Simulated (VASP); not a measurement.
# Al2Au (Fm-3m) in VASP: further runs, part 2 of 2

VASP 6.6.1.

### 4 Single point, r2SCAN

This run uses another cell than the first one, of 18.36 Å³/atom, 1.063 times its volume.

POSCAR reads:

```
Al2Au
1.0
    0.0000000000      3.0198681287      3.0198681287
    3.0198681287      0.0000000000      3.0198681287
    3.0198681287      3.0198681287      0.0000000000
Au Al
1 2
Direct
    0.0000000000      0.0000000000      0.0000000000
    0.7500000000      0.7500000000      0.7500000000
    0.2500000000      0.2500000000      0.2500000000
```

INCAR.step1 reads:

```
SYSTEM = Al2Au
ALGO     = Normal         ! electronic algorithm
EDIFF    = 1E-4           ! SCF threshold, eV
ENCUT    = 520            ! plane-wave cutoff, eV
GGA      = PE             ! functional
ISMEAR   = -1             ! smearing method
LASPH    = .True.         ! aspherical terms in the spheres
LCHARG   = .False.        ! write CHGCAR
LREAL    = .False.        ! projectors in reciprocal space
LWAVE    = .True.         ! write WAVECAR
NBANDS   = 16             ! bands
NELM     = 60             ! most SCF steps
PREC     = Accurate       ! precision mode
SIGMA    = 0.05           ! smearing width, eV
```

INCAR.step2 reads:

```
SYSTEM = Al2Au
ALGO     = Normal         ! electronic algorithm
EDIFF    = 1E-6           ! SCF threshold, eV
ENCUT    = 520            ! plane-wave cutoff, eV
ISIF     = 2              ! what is computed and relaxed
ISMEAR   = -1             ! smearing method
ISTART   = 1            
LASPH    = .True.         ! aspherical terms in the spheres
LCHARG   = .True.         ! write CHGCAR
LELF     = .True.         ! ELF
LMIXTAU  = .True.       
LREAL    = .False.        ! projectors in reciprocal space
LVHAR    = .True.       
LWAVE    = .False.        ! write WAVECAR
METAGGA  = R2SCAN         ! meta-GGA
NBANDS   = 16             ! bands
NELM     = 60             ! most SCF steps
PREC     = Accurate       ! precision mode
SIGMA    = 0.05           ! smearing width, eV
```

KPOINTS reads:

```
k-points
0
Gamma
  8 8 8
  0 0 0
```

Potentials or basis: VASP PAW PBE potentials, release 64 (Au, Al).

The run is started by

```bash
$ cat potpaw_PBE.64/Au/POTCAR potpaw_PBE.64/Al/POTCAR > POTCAR
$ cp INCAR.step1 INCAR
$ mpirun -np 1 vasp_std > vasp.out
$ cp INCAR.step2 INCAR
$ mpirun -np 1 vasp_std > vasp.out
```

OUTCAR:

```text
SYSTEM = Al2Au
   EDIFF = 1E-6
   ENCUT = 520
   ISIF = 2
   ISMEAR = -1
   ISTART = 1
   LASPH = .True.
   LREAL = .False.
   METAGGA = R2SCAN
   NELM = 60
   PREC = Accurate

 ion  position               nearest neighbor table
   1  0.000  0.000  0.000-   2 2.62   2 2.62   2 2.62   3 2.62   3 2.62   3 2.62   3 2.62   2 2.62

   2  0.750  0.750  0.750-   1 2.62   1 2.62   1 2.62   1 2.62   3 3.02   3 3.02   3 3.02   3 3.02
                             3 3.02   3 3.02
   3  0.250  0.250  0.250-   1 2.62   1 2.62   1 2.62   1 2.62   2 3.02   2 3.02   2 3.02   2 3.02
                             2 3.02   2 3.02

  LATTYP: Found a face centered cubic cell.
[... 652 lines left out ...]
  --------------------------------------------------------------------------------------
  -------------------------------------------------------------------------------------
  Total       -0.7340404     -0.7340404     -0.7340404      0.0000000     -0.0000000      0.0000000
  in kB      -21.3519040    -21.3519040    -21.3519040      0.0000000     -0.0000000      0.0000000
  external PRESSURE =     -21.3519040 kB  Pullay stress =       0.0000000 kB

 VOLUME and BASIS-vectors are now :
 -----------------------------------------------------------------------------
  energy-cutoff  :      520.00
  volume of cell :       55.08
      direct lattice vectors                 reciprocal lattice vectors
     0.000000000  3.019868129  3.019868129    -0.165570144  0.165570144  0.165570144
     3.019868129  0.000000000  3.019868129     0.165570144 -0.165570144  0.165570144
     3.019868129  3.019868129  0.000000000     0.165570144  0.165570144 -0.165570144

 POSITION                                       TOTAL-FORCE (eV/Angst)
 -----------------------------------------------------------------------------------
      0.00000      0.00000      0.00000         0.000000      0.000000      0.000000
      4.52980      4.52980      4.52980        -0.000000     -0.000000     -0.000000
      1.50993      1.50993      1.50993         0.000000      0.000000      0.000000
 -----------------------------------------------------------------------------------
    total drift:                                0.000000     -0.000000      0.000000

  FREE ENERGIE OF THE ION-ELECTRON SYSTEM (eV)
  ---------------------------------------------------
  free  energy   TOTEN  =       -65.5492944047 eV

  energy  without entropy=      -65.5417753743  energy(sigma->0) =      -65.54553489
```

OUTCAR.step1:

```text
SYSTEM = Al2Au
   EDIFF = 1E-4
   ENCUT = 520
   GGA = PE
   ISMEAR = -1
   LASPH = .True.
[... 682 lines left out ...]
      0.00000      0.00000      0.00000         0.000000      0.000000      0.000000
      4.52980      4.52980      4.52980         0.000000      0.000000     -0.000000
      1.50993      1.50993      1.50993        -0.000000     -0.000000      0.000000
 -----------------------------------------------------------------------------------
    total drift:                                0.000000     -0.000000      0.000000

  FREE ENERGIE OF THE ION-ELECTRON SYSTEM (eV)
  ---------------------------------------------------
  free  energy   TOTEN  =       -12.0314367638 eV

  energy  without entropy=      -12.0222426816  energy(sigma->0) =      -12.02683972
```

OSZICAR.step1:

```text
N       E                     dE             d eps       ncg     rms          rms(c)
DAV:   1     0.598005972083E+02    0.59801E+02   -0.68937E+03   928   0.880E+02
DAV:   2    -0.117915903676E+02   -0.71592E+02   -0.65101E+02  1184   0.172E+02
DAV:   3    -0.132721220308E+02   -0.14805E+01   -0.14761E+01  1136   0.240E+01
DAV:   4    -0.132840659379E+02   -0.11944E-01   -0.11943E-01  1128   0.251E+00
DAV:   5    -0.132842938422E+02   -0.22790E-03   -0.22790E-03  1184   0.356E-01    0.885E+00
DAV:   6    -0.121366226853E+02    0.11477E+01   -0.45023E+00  1064   0.213E+01    0.401E+00
DAV:   7    -0.120594987392E+02    0.77124E-01   -0.21227E-01   976   0.462E+00    0.183E+00
DAV:   8    -0.120322281475E+02    0.27271E-01   -0.22498E-02  1080   0.963E-01    0.407E-01
DAV:   9    -0.120312989586E+02    0.92919E-03   -0.26279E-03  1120   0.508E-01    0.182E-01
DAV:  10    -0.120314402176E+02   -0.14126E-03   -0.20639E-04  1016   0.856E-02    0.320E-02
DAV:  11    -0.120314367638E+02    0.34538E-05   -0.61223E-06   544   0.194E-02
   1 F= -.12031437E+02 E0= -.12026840E+02  d E =-.919408E-02
```

Wall time 35 s (1 thread of Intel Xeon 6975P-C (Granite Rapids), shared host); peak memory 0.19 GiB.

What came out:

```
Free energy : -65.5493 eV
Pressure    : -2.1 GPa
```

Caveat: the PAW data sets were made with another functional, which shifts forces and pressure a little; spin-orbit coupling is left out, which moves the levels of the heavy elements.

### 5 Single point, r2SCAN

This run uses another cell than the first one, of 18.72 Å³/atom, 1.083 times its volume.

POSCAR reads:

```
Al2Au
1.0
    0.0000000000      3.0394782115      3.0394782115
    3.0394782115      0.0000000000      3.0394782115
    3.0394782115      3.0394782115      0.0000000000
Au Al
1 2
Direct
    0.0000000000      0.0000000000      0.0000000000
    0.7500000000      0.7500000000      0.7500000000
    0.2500000000      0.2500000000      0.2500000000
```

INCAR.step1 reads:

```
SYSTEM = Al2Au
PREC = Accurate
ENCUT = 520
ISMEAR = -1
SIGMA = 0.05
LREAL = .False.
LASPH = .True.
NELM = 60
NBANDS = 16
GGA = PE
ALGO = Normal
EDIFF = 1E-4
LWAVE = .True.
LCHARG = .False.
```

INCAR.step2 reads:

```
SYSTEM = Al2Au
PREC = Accurate
ENCUT = 520
EDIFF = 1E-6
ISMEAR = -1
SIGMA = 0.05
LREAL = .False.
LASPH = .True.
NELM = 60
ALGO = Normal
ISIF = 2
LWAVE = .False.
LCHARG = .True.
METAGGA = R2SCAN
LMIXTAU = .True.
LELF = .True.
LVHAR = .True.
NBANDS = 16
ISTART = 1
```

KPOINTS reads:

```
regular mesh
0
Gamma
  8 8 8
  0 0 0
```

The run is started by

```bash
$ cat potpaw_PBE.64/Au/POTCAR potpaw_PBE.64/Al/POTCAR > POTCAR
$ cp INCAR.step1 INCAR
$ mpirun -np 1 vasp_std > vasp.out
$ cp INCAR.step2 INCAR
$ mpirun -np 1 vasp_std > vasp.out
```

Wall time 35 s (1 thread of Intel Xeon 6975P-C (Granite Rapids), shared host); peak memory 0.19 GiB.

It converged, with:

```yaml
Free_energy: -65.5280 eV
Pressure: -4.1 GPa
```

Levels at points of the mesh, in eV from the Fermi level:
| k point | band 7 | band 8 | band 9 | band 10 | band 11 | band 12 |
| --- | --- | --- | --- | --- | --- | --- |
| (0.00, 0.00, 0.00) | 2.60 | 3.04 | 3.04 | 3.04 | 4.00 | 4.00 |
| (0.50, 0.00, 0.00) | -5.59 | 0.36 | 0.36 | 3.73 | 3.75 | 3.97 |
| (0.50, 0.50, 0.00) | -5.18 | -2.16 | -2.16 | 1.34 | 2.35 | 7.99 |

Caveat: the PAW data sets were made with another functional, which shifts forces and pressure a little; spin-orbit coupling is left out, which moves the levels of the heavy elements.

### 6 Single point, r2SCAN

This run uses another cell than the first one, of 19.08 Å³/atom, 1.104 times its volume.

POSCAR reads:

```
Al2Au
1.0
    0.0000000000      3.0588384673      3.0588384673
    3.0588384673      0.0000000000      3.0588384673
    3.0588384673      3.0588384673      0.0000000000
Au Al
1 2
Direct
    0.0000000000      0.0000000000      0.0000000000
    0.7500000000      0.7500000000      0.7500000000
    0.2500000000      0.2500000000      0.2500000000
```

INCAR.step1 reads:

```
  ALGO = Normal
  EDIFF = 1E-4
  ENCUT = 520
  GGA = PE
  ISMEAR = -1
  LASPH = True
  LCHARG = False
  LREAL = False
  LWAVE = True
  NBANDS = 16
  NELM = 80
  PREC = Accurate
  SIGMA = 0.05
```

INCAR.step2 reads:

```
  ALGO = Normal
  EDIFF = 1E-6
  ENCUT = 520
  ISIF = 2
  ISMEAR = -1
  ISTART = 1
  LASPH = True
  LCHARG = False
  LMIXTAU = True
  LREAL = False
  LWAVE = False
  METAGGA = R2SCAN
  NBANDS = 16
  NELM = 80
  PREC = Accurate
  SIGMA = 0.05
```

KPOINTS reads:

```
k-points
0
Gamma
  8 8 8
```

Potentials or basis: VASP PAW PBE potentials, release 64 (Au, Al).

The run is started by

```bash
$ cat potpaw_PBE.64/Au/POTCAR potpaw_PBE.64/Al/POTCAR > POTCAR
$ cp INCAR.step1 INCAR
$ mpirun -np 1 vasp_std > vasp.out
$ cp INCAR.step2 INCAR
$ mpirun -np 1 vasp_std > vasp.out
```

It took 30 s on 1 thread of Intel Xeon 6975P-C (Granite Rapids), shared host; peak memory 0.19 GiB.

The run converged. Its results:

```
Free energy : -65.4940 eV
Pressure    : -5.9 GPa
```

Levels at points of the mesh, in eV from the Fermi level:
| k point | band 7 | band 8 | band 9 | band 10 | band 11 | band 12 |
| --- | --- | --- | --- | --- | --- | --- |
| (0.00, 0.00, 0.00) | 2.46 | 3.04 | 3.04 | 3.04 | 3.92 | 3.92 |
| (0.50, 0.00, 0.00) | -5.51 | 0.37 | 0.37 | 3.60 | 3.69 | 3.92 |
| (0.50, 0.50, 0.00) | -5.10 | -2.11 | -2.11 | 1.23 | 2.34 | 7.99 |

Caveat: the PAW data sets were made with another functional, which shifts forces and pressure a little; spin-orbit coupling is left out, which moves the levels of the heavy elements.

### 7 The runs side by side

| cell | gap on the mesh (eV) | pressure (GPa) |
| --- | --- | --- |
| a = 4.185 Å, angles 60.0°, 3 atoms | none | 5.5 |
| a = 4.214 Å, angles 60.0°, 3 atoms | none | 2.7 |
| a = 4.271 Å, angles 60.0°, 3 atoms | none | -2.1 |
| a = 4.298 Å, angles 60.0°, 3 atoms | none | -4.1 |
| a = 4.326 Å, angles 60.0°, 3 atoms | none | -5.9 |

Alike in all rows: task single point; level r2SCAN; potentials or basis VASP PAW PBE potentials, release 64 (Au, Al); no spin polarisation; k mesh 8 × 8 × 8; cutoff (eV) 520; smearing fermi-dirac 0.05 eV.

Caveats: the PAW data sets were made with another functional, which shifts forces and pressure a little; spin-orbit coupling is left out, which moves the levels of the heavy elements.

Absolute energies hang on the potentials; compare differences alone.
